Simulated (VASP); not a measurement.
A run of VASP 6.6.1:

The input INCAR:

```
PREC     = Accurate       # precision mode
ENCUT    = 520            # plane-wave cutoff, eV
EDIFF    = 1E-8           # SCF threshold, eV
ISMEAR   = 0              # smearing method
SIGMA    = 0.01           # smearing width, eV
LREAL    = False          # projectors in reciprocal space
LASPH    = True           # aspherical terms in the spheres
NELM     = 60             # most SCF steps
ALGO     = Normal         # electronic algorithm
ISIF     = 2              # what is computed and relaxed
LWAVE    = False          # write WAVECAR
LCHARG   = False          # write CHGCAR
METAGGA  = R2SCAN         # meta-GGA
LMIXTAU  = True         
IBRION   = 6              # ionic algorithm
NFREE    = 2            
POTIM    = 0.015          # step
NSW      = 1              # ionic steps
```

File KPOINTS:

```
regular mesh
0
Gamma
  8 8 8
```

File POSCAR:

```
ZnSe
1.0
    0.0000000000      2.8328889249      2.8328889249
    2.8328889249      0.0000000000      2.8328889249
    2.8328889249      2.8328889249      0.0000000000
Zn Se
1 1
Direct
    0.0000000000      0.0000000000      0.0000000000
    0.2500000000      0.2500000000      0.2500000000
```

Potentials or basis: VASP PAW PBE potentials, release 64 (Zn, Se).

Run with:

```sh
$ cat potpaw_PBE.64/Zn/POTCAR potpaw_PBE.64/Se/POTCAR > POTCAR
$ mpirun -np 1 vasp_std > vasp.out
```

Hardware: 1 thread of Intel(R) Xeon(R) 6975P-C (Granite Rapids) (shared host).

Problem. Estimate the wall time of this run.

Solution. It took 6.2 min on 1 thread of Intel(R) Xeon(R) 6975P-C (Granite Rapids), with other jobs on the host, peak memory 0.25 GiB. Counts: scf iterations 64, k points 29.
